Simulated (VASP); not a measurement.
# Li in VASP: single point with PBE

Aim: the single point of Li with PBE.

Everything below comes from runs of VASP 6.6.1. Logs are shortened: lines on timing, memory, paths and dates and some standing lists are left out, and cuts for length are marked.

## 1. The cell of the first run

The cell holds a slab with vacuum, 17 atoms: a = 6.980 Å, b = 6.045 Å, c = 19.403 Å, α = 90.00°, β = 90.00°, γ = 54.74°.

## 2. Single point, PBE

INCAR

```
PREC     = Accurate       # precision mode
ENCUT    = 520            # plane-wave cutoff, eV
EDIFF    = 1E-6           # SCF threshold, eV
ISMEAR   = 0              # smearing method
SIGMA    = 0.15           # smearing width, eV
LREAL    = Auto         
LASPH    = True           # aspherical terms in the spheres
NELM     = 80             # most SCF steps
ALGO     = Normal         # electronic algorithm
ISIF     = 2              # what is computed and relaxed
LWAVE    = False          # write WAVECAR
LCHARG   = False          # write CHGCAR
GGA      = PE             # functional
NBANDS   = 40             # bands
```

KPOINTS

```
regular mesh
0
Gamma
  4 5 1
```

POSCAR

```
Li
1.0
    6.9800000000      0.0000000000      0.0000000000
    3.4900000000      4.9356050000      0.0000000000
    0.0000000000      0.0000000000     19.4034080000
Li
17
Direct
   -0.2499999493      0.4999998987      0.0515372866
    0.2500000507      0.4999998987      0.0515372866
   -0.2500000000      1.0000000000      0.0515372866
    0.2500000000      1.0000000000      0.0515372866
   -0.0002017456      0.0004100814      0.1677481090
    0.5018356826     -0.0038163508      0.1734822563
    0.0025694975      0.4976097155      0.1676889441
    0.4989895405      0.4988527242      0.1737118552
   -0.2347907786      0.5099064856      0.2939474859
    0.2407186954      0.4768892567      0.2954848963
   -0.2344606829      1.0101483000      0.2946574128
    0.2393222460      0.9801469121      0.2952447838
    0.0192826212     -0.0235626635      0.4307699967
    0.5055012759     -0.0116547009      0.4075175351
   -0.0003790820      0.4811452699      0.4300384242
    0.5158018508      0.4765464416      0.4064900352
    0.5122027453      0.7263990939      0.5308561259
```

Potentials or basis: VASP PAW PBE potentials, release 64 (Li_sv).

Started as:

```console
$ cat potpaw_PBE.64/Li_sv/POTCAR > POTCAR
$ mpirun -np 1 vasp_std > vasp.out
```

OUTCAR:

```text
PREC = Accurate
   ENCUT = 520
   EDIFF = 1E-6
   ISMEAR = 0
   LREAL = Auto
   LASPH = True
   NELM = 80
   ISIF = 2
   GGA = PE

 ion  position               nearest neighbor table
   1  0.750  0.500  0.052-
   2  0.250  0.500  0.052-
   3  0.750  0.000  0.052-
   4  0.250  0.000  0.052-
   5  1.000  0.000  0.168-
   6  0.502  0.996  0.173-
[... 9 lines left out ...]
  16  0.516  0.477  0.406-
  17  0.512  0.726  0.531-

  LATTYP: Found a base centered orthorhombic cell.
 ALAT       =     6.9800000000
 B/A-ratio  =     1.4142134670
 C/A-ratio  =     2.7798578797

  Lattice vectors:

 A1 = (   3.4900000000,  -4.9356050000,   0.0000000000)
 A2 = (   3.4900000000,   4.9356050000,   0.0000000000)
 A3 = (   0.0000000000,   0.0000000000,  19.4034080000)

Analysis of symmetry for initial positions (statically):
=====================================================================
 Subroutine PRICEL returns:
 Original cell was already a primitive cell.

 Routine SETGRP: Setting up the symmetry group for a
 base centered orthorhombic supercell.

 Subroutine GETGRP returns: Found  1 space group operations
 (whereof  1 operations were pure point group operations)
 out of a pool of  8 trial point group operations.

The static configuration has the point symmetry C_1 .

Analysis of symmetry for dynamics (positions and initial velocities):
=====================================================================
 Subroutine PRICEL returns:
 Original cell was already a primitive cell.

 Routine SETGRP: Setting up the symmetry group for a
 base centered orthorhombic supercell.

 Subroutine GETGRP returns: Found  1 space group operations
 (whereof  1 operations were pure point group operations)
 out of a pool of  8 trial point group operations.

The dynamic configuration has the point symmetry C_1 .

 Subroutine INISYM returns: Found  1 space group operations
 (whereof  1 operations are pure point group operations),
 and found     1 'primitive' translations

----------------------------------------------------------------------------------------

                                     Primitive cell

  volume of cell :     668.4576

  direct lattice vectors                    reciprocal lattice vectors
     6.980000000  0.000000000  0.000000000     0.143266476 -0.101304703  0.000000000
     3.490000000  4.935605000  0.000000000     0.000000000  0.202609407  0.000000000
     0.000000000  0.000000000 19.403408000     0.000000000  0.000000000  0.051537338

  length of vectors
     6.980000000  6.044857047 19.403408000     0.175464885  0.202609407  0.051537338

  position of ions in fractional coordinates (direct lattice)
     0.750000051  0.499999899  0.051537287
     0.250000051  0.499999899  0.051537287
     0.750000000  0.000000000  0.051537287
     0.250000000  0.000000000  0.051537287
     0.999798254  0.000410081  0.167748109
     0.501835683  0.996183649  0.173482256
[... 9 lines left out ...]
     0.515801851  0.476546442  0.406490035
     0.512202745  0.726399094  0.530856126

  ion indices of the primitive-cell ions
   primitive index   ion index
                 1           1
                 2           2
                 3           3
                 4           4
                 5           5
                 6           6
[... 9 lines left out ...]
                16          16
                17          17

----------------------------------------------------------------------------------------

 KPOINTS: regular mesh

Automatic generation of k-mesh.
 Grid dimensions read from file:
 generate k-points for:    4    5    1

 Generating k-lattice:

  Cartesian coordinates                     Fractional coordinates (reciprocal lattice)
     0.035816619 -0.025326176  0.000000000     0.250000000  0.000000000  0.000000000
     0.000000000  0.040521881  0.000000000     0.000000000  0.200000000  0.000000000
     0.000000000  0.000000000  0.051537338     0.000000000  0.000000000  1.000000000

  Length of vectors
     0.043866221  0.040521881  0.051537338

  Shift w.r.t. Gamma in fractional coordinates (k-lattice)
     0.000000000  0.000000000  0.000000000

 -----------------------------------------------------------------------------
|                                                                             |
|           W    W    AA    RRRRR   N    N  II  N    N   GGGG   !!!           |
|           W    W   A  A   R    R  NN   N  II  NN   N  G    G  !!!           |
|           W    W  A    A  R    R  N N  N  II  N N  N  G       !!!           |
|           W WW W  AAAAAA  RRRRR   N  N N  II  N  N N  G  GGG   !            |
|           WW  WW  A    A  R   R   N   NN  II  N   NN  G    G                |
|           W    W  A    A  R    R  N    N  II  N    N   GGGG   !!!           |
|                                                                             |
|     Your reciprocal lattice and k-lattice belong to different lattice       |
|     classes:                                                                |
|                                                                             |
|        The reciprocal lattice is base centered orthorhombic,                |
|        whereas your k-lattice is simple monoclinic.                         |
|                                                                             |
|     Results are often still useful ...                                      |
|                                                                             |
 -----------------------------------------------------------------------------

 WARNING: IBZKPT: internal override: KBLOWUP is changed to .FALSE.
      ... skipping the blow-up phase ...

 Subroutine IBZKPT returns following result:
 ===========================================

 Found     11 irreducible k-points:

 Following reciprocal coordinates:
            Coordinates               Weight
  0.000000  0.000000  0.000000      1.000000
  0.250000  0.000000  0.000000      2.000000
  0.500000  0.000000  0.000000      1.000000
  0.000000  0.200000  0.000000      2.000000
  0.250000  0.200000  0.000000      2.000000
  0.500000  0.200000  0.000000      2.000000
 -0.250000  0.200000  0.000000      2.000000
  0.000000  0.400000  0.000000      2.000000
  0.250000  0.400000  0.000000      2.000000
  0.500000  0.400000  0.000000      2.000000
 -0.250000  0.400000  0.000000      2.000000
   k-points           NKPTS =     11   k-points in BZ     NKDIM =     11   number of bands    NBANDS=     40
   number of dos      NEDOS =    301   number of ions     NIONS =     17
   total plane-waves  NPLWV = 373248
   dimension x,y,z NGX =    54 NGY =   48 NGZ =  144
   dimension x,y,z NGXF=   108 NGYF=   96 NGZF=  288
   ions per type =              17
   NGX,Y,Z   is equivalent  to a cutoff of  12.86, 13.20, 12.34 a.u.
   NGXF,Y,Z  is equivalent  to a cutoff of  25.72, 26.40, 24.68 a.u.
 SYSTEM =  unknown system
   PREC   = accura    normal or accurate (medium, high low for compatibility)
   ISTART =      0    job   : 0-new  1-cont  2-samecut
   ICHARG =      2    charge: 1-file 2-atom 10-const
   ISPIN  =      1    spin polarized calculation?
   LNONCOLLINEAR =      F non collinear calculations
   LSORBIT =      F    spin-orbit coupling
   LASPH  =      T    aspherical Exc in radial PAW
   ENCUT  =  520.0 eV  38.22 Ry    6.18 a.u.  12.98 11.24 36.08*2*pi/ulx,y,z
   NELM   =     80;   NELMIN=  2; NELMDL= -5     # of ELM steps
   EDIFF  = 0.1E-05   stopping-criterion for ELM
   LREAL  =      T    real-space projection
   EDIFFG = 0.1E-04   stopping-criterion for IOM
   NSW    =      0    number of steps for IOM
   IBRION =     -1    ionic relax: 0-MD 1-quasi-New 2-CG
   NFREE  =      0    steps in history (QN), initial steepest desc. (CG)
   ISIF   =      2    stress and relaxation
   ISYM   =      2    0-nonsym 1-usesym 2-fastsym
   POTIM  = 0.5000    time-step for ionic-motion
   TEBEG  =    0.0;   TEEND  =   0.0 temperature during run
   PSTRESS=    0.0 pullay stress
   NELECT =      51.0000    total number of electrons
   NUPDOWN=      -1.0000    fix difference up-down
   EMIN   =  10.00;   EMAX   =-10.00  energy-range for DOS
   EFERMI =   0.00;   METHOD = LEGACY
   ISMEAR =     0;   SIGMA  =   0.15  broadening in eV -4-tet -1-fermi 0-gaus
   EFERMI_NEDOS =   21; number of points for ismear=-14 and -15
   IALGO  =     38    algorithm
   IMIX   =      4    mixing-type and parameters
     AMIX     =   0.40;   BMIX     =  1.00
     AMIX_MAG =   1.60;   BMIX_MAG =  1.00
  volume/ion in A,a.u.               =      39.32       265.35
  Fermi-wavevector in a.u.,A,eV,Ry     =   0.694342  1.312117  6.559521  0.482111
  Thomas-Fermi vector in A             =   1.776809
   LORBIT       =      0    0 simple, 1 ext, 2 COOP (PROOUT), +10 PAW based schemes
   GGA     = PE    functional components
   LHFCALC =     F    Hartree Fock is set to
   AEXX    =    0.0000 exact exchange contribution
   IVDW    =     0    specifies the selected vdW correction
   LEPSILON=     F    determine dielectric tensor
   LRPA    =     F    only Hartree local field effects (RPA)
 non-spin polarized calculation
 Gauss-broadening in eV      SIGMA  =   0.15
  energy-cutoff  :      520.00
  volume of cell :      668.46
 maximum number of plane-waves:     18039
 NGX is ok and might be reduce to    54
   NGX = 25   NGY = 23   NGZ = 73

 number of electron      51.0000000 magnetization

 Free energy of the ion-electron system (eV)
  ---------------------------------------------------
  ext. energy  EPLUGINS =         0.00000000
  ---------------------------------------------------
  free energy    TOTEN  =       -30.05662891 eV

  energy without entropy =      -29.95819802  energy(sigma->0) =      -30.00741346

 E-fermi :  -0.9473     XC(G=0):  -4.5661

 val. band max:       -0.9486260333   @ k =  -0.2500   0.2000   0.0000
 cond. band min:      -0.9407851793   @ k =   0.0000   0.0000   0.0000
 fundamental gap:      0.0078408540
 Fermi energy:        -0.9473385052

 k-point     1 :       0.0000    0.0000    0.0000
  band No.  band energies     occupation
      1     -49.1259      2.00000
      2     -47.9361      2.00000
      3     -47.9212      2.00000
      4     -47.9141      2.00000
      5     -47.9066      2.00000
      6     -47.8999      2.00000
[... 29 lines left out ...]
     36       1.7564      0.00000
     37       1.9173      0.00000

 k-point     2 :       0.2500    0.0000    0.0000
  band No.  band energies     occupation
      1     -49.1259      2.00000
      2     -47.9361      2.00000
      3     -47.9212      2.00000
      4     -47.9130      2.00000
      5     -47.9076      2.00000
      6     -47.8991      2.00000
[... 29 lines left out ...]
     36       1.5123      0.00000
     37       1.9970      0.00000
[... 318 lines left out ...]
     36       1.1784      0.00000
     37       1.8898      0.00000

 k-point    11 :      -0.2500    0.4000    0.0000
  band No.  band energies     occupation
      1     -49.1259      2.00000
      2     -47.9354      2.00000
      3     -47.9219      2.00000
      4     -47.9111      2.00000
      5     -47.9079      2.00000
      6     -47.8995      2.00000
[... 29 lines left out ...]
     36       1.0759      0.00000
     37       1.4822      0.00000
 [bands above 37 left out]

------------------------ aborting loop because EDIFF is reached ----------------------------------------

  FORCE on cell =-STRESS in cart. coord.  units (eV):
  Direction    XX          YY          ZZ          XY          YZ          ZX
  --------------------------------------------------------------------------------------
  -------------------------------------------------------------------------------------
  Total       -1.8668567     -1.4191728     -0.1514874      0.0466673      0.0005672     -0.0083749
  in kB       -4.4745332     -3.4015123     -0.3630892      0.1118534      0.0013594     -0.0200733
  external PRESSURE =      -2.7463782 kB  Pullay stress =       0.0000000 kB

 VOLUME and BASIS-vectors are now :
 -----------------------------------------------------------------------------
  energy-cutoff  :      520.00
  volume of cell :      668.46
      direct lattice vectors                 reciprocal lattice vectors
     6.980000000  0.000000000  0.000000000     0.143266476 -0.101304703  0.000000000
     3.490000000  4.935605000  0.000000000     0.000000000  0.202609407  0.000000000
     0.000000000  0.000000000 19.403408000     0.000000000  0.000000000  0.051537338

 POSITION                                       TOTAL-FORCE (eV/Angst)
 -----------------------------------------------------------------------------------
      6.98000      2.46780      1.00000        -0.025858     -0.005334      0.000717
      3.49000      2.46780      1.00000         0.026147     -0.003416     -0.009363
      5.23500      0.00000      1.00000        -0.025679      0.004146     -0.001897
      1.74500      0.00000      1.00000         0.024600      0.005670     -0.007011
      6.98002      0.00202      3.25489         0.000901      0.000458     -0.000053
      6.97949      4.91677      3.36615         0.000480      0.000455      0.000717
[... 9 lines left out ...]
      5.26344      2.35204      7.88729         0.001720      0.003556      0.001696
      6.11031      3.58522     10.30042         0.001767     -0.002140      0.002357
 -----------------------------------------------------------------------------------
    total drift:                                0.005463     -0.006194     -0.010857

  FREE ENERGIE OF THE ION-ELECTRON SYSTEM (eV)
  ---------------------------------------------------
  free  energy   TOTEN  =       -30.0566289113 eV

  energy  without entropy=      -29.9581980181  energy(sigma->0) =      -30.00741346
```

Run time: 6.7 min. Hardware: 1 thread of AMD EPYC 9R45 (Zen 5), shared host; peak memory 0.77 GiB.

What came out:

```
Free energy            : -30.0566 eV
Largest force          : 0.028 eV/Å
Band gap on the k mesh : zero (an odd number of electrons rules out a gap without spin polarisation)
```

Forces in eV/Å, atoms in the order of the input:
```
Li  -0.026 -0.005  0.001
Li   0.026 -0.003 -0.009
Li  -0.026  0.004 -0.002
Li   0.025  0.006 -0.007
Li   0.001  0.000  0.000
Li   0.000  0.000  0.001
Li  -0.001  0.003  0.000
Li   0.002  0.003  0.000
Li  -0.002 -0.004  0.002
Li   0.001 -0.002  0.002
Li  -0.003  0.000  0.004
Li  -0.001 -0.002  0.003
Li  -0.004  0.001  0.001
Li   0.003  0.000  0.002
Li   0.000 -0.001  0.000
Li   0.002  0.004  0.002
Li   0.002 -0.002  0.002
```

Levels at points of the mesh, in eV from the Fermi level:
```csv
k point,band 24,band 25,band 26,band 27,band 28,band 29
"(0.00, 0.00, 0.00)",0.01,0.03,0.15,0.23,0.25,0.26
"(0.50, 0.00, 0.00)",-0.28,-0.17,0.13,0.27,0.37,0.39
```

Caveat: the cutoff is under 1.25 times the usual one of these potentials, so pressure, stress and relaxed cells hold a basis-set (Pulay) error.
